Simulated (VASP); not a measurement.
The system is BaCd3Se4.

```
CELL_PARAMETERS angstrom
3.35895 1.93929 6.49791
-3.35895 1.93929 6.49791
0.00000 -3.87858 6.49791
ATOMIC_POSITIONS crystal
Ba 0.50000 0.50000 0.50000
Cd 0.50000 0.50000 0.00000
Cd 0.00000 0.50000 0.50000
Cd 0.50000 0.00000 0.50000
Se 0.91106 0.91106 0.91106
Se 0.08894 0.08894 0.08894
Se 0.19667 0.19667 0.19667
Se 0.80333 0.80333 0.80333
```

The cell was generated, and may not be a known phase.

| Property | Result |
| --- | --- |
| Program | VASP 6.6.1 |
| Task | relaxation of cell and atoms |
| Functional | PBE |
| Potentials or basis | VASP PAW PBE potentials, release 64 (Ba_sv, Cd, Se) |
| Cutoff | 600 eV |
| k mesh | 2 × 2 × 2 |
| Occupations | gaussian, width 0.15 eV |
| Spin | no spin polarisation |

At the start: pressure 1.1 GPa; volume 31.75 Å³/atom.

**Question.** Where does the relaxation end?

**Answer.** Over 13 steps the energy falls by 296.7 meV/atom and the volume is 25.94 Å³/atom (-18.3 %); space group R-3m (No. 166, to 0.1 Å) before and after.

Step by step:
| step | energy change (eV) | largest force (eV/Å) | pressure (GPa) | volume (Å³) |
| --- | --- | --- | --- | --- |
| 1 | 0.0000 | 5.0003 | 1.08 | 253.96 |
| 2 | -0.5994 | 0.6871 | -6.81 | 260.17 |
| 3 | -1.2061 | 0.2610 | -5.03 | 257.14 |
| 4 | -1.2111 | 0.1779 | -4.88 | 257.01 |
| 5 | -2.0392 | 0.2653 | -3.27 | 227.24 |
| 6 | -2.2880 | 0.3864 | -0.79 | 209.37 |
| 7 | -2.2958 | 0.4241 | 0.04 | 205.14 |
| 8 | -2.2962 | 0.4151 | -0.17 | 206.11 |
| 9 | -2.3131 | 0.3164 | 0.00 | 205.72 |
| 10 | -2.3343 | 0.3479 | 0.54 | 204.66 |
| 11 | -2.3423 | 0.3119 | 0.45 | 204.95 |
| 12 | -2.3605 | 0.2051 | 0.19 | 205.81 |
| 13 | -2.3732 | 0.0489 | -0.22 | 207.51 |

Final structure:
```
Ba Cd Se
1.0
     2.99125    1.72700    6.69492
    -2.99125    1.72700    6.69492
     0.00000   -3.45400    6.69492
Ba Cd Se
1 3 4
Direct
  0.50000 0.50000 0.50000
  0.50000 0.50000 0.00000
  0.00000 0.50000 0.50000
  0.50000 0.00000 0.50000
  0.92358 0.92358 0.92358
  0.07642 0.07642 0.07642
  0.19688 0.19688 0.19688
  0.80312 0.80312 0.80312
```

Caveat: the k points lie up to 0.63 Å⁻¹ apart in the final cell; the volume moved by over 15 % at a fixed basis, so the end points are rough; the relaxation stopped at a loose force limit of 0.08 eV/Å, so its end isn't a converged minimum.
